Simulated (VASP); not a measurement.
NiO:

```xyz
2
Lattice="0.0000 2.0433 2.0433 2.0433 0.0000 2.0433 2.0433 2.0433 0.0000" Properties=species:S:1:pos:R:3 pbc="T T T"
Ni    0.0000    0.0000    0.0000
O     2.0433    2.0433    2.0433
```

Base run:

- Program: VASP 6.6.1
- Functional: PBEsol
- Dispersion: D3(BJ)
- Potentials or basis: VASP PAW PBE potentials, release 64 (Ni, O)
- Cutoff: 520 eV
- k mesh: 11 × 11 × 11
- Occupations: fermi-dirac, width 0.05 eV
- Spin: collinear spin, ferromagnetic start
- Starting moments: [1.0, 0.0] μB

Its results: pressure 0.7 GPa; net moment 0.82 μB per cell; site moments Ni +0.69; O +0.10 μB.

Problem. After a change of settings the same cell gave: pressure 2.9 GPa; net moment 0.82 μB per cell; site moments Ni +0.69; O +0.10 μB. Which change was it?
A. functional from PBEsol to PBE exchange alone; dispersion from D3(BJ) to none
B. dispersion from D3(BJ) to none
C. functional from PBEsol to b88 exchange, pbe correlation; dispersion from D3(BJ) to none; cutoff from 520 eV to 600 eV
D. functional from PBEsol to BLYP

Solution. B.

Dispersion adds attraction, which lowers the pressure at fixed volume and, as a term added to the energy, leaves the levels alone.

Caveats: the PAW data sets were made with another functional, which shifts forces and pressure a little; a cell with one magnetic atom can't hold antiferromagnetic order, which such compounds often take; semilocal functionals often make such compounds metallic where correlation or magnetic order opens a gap, which also shifts bond lengths.
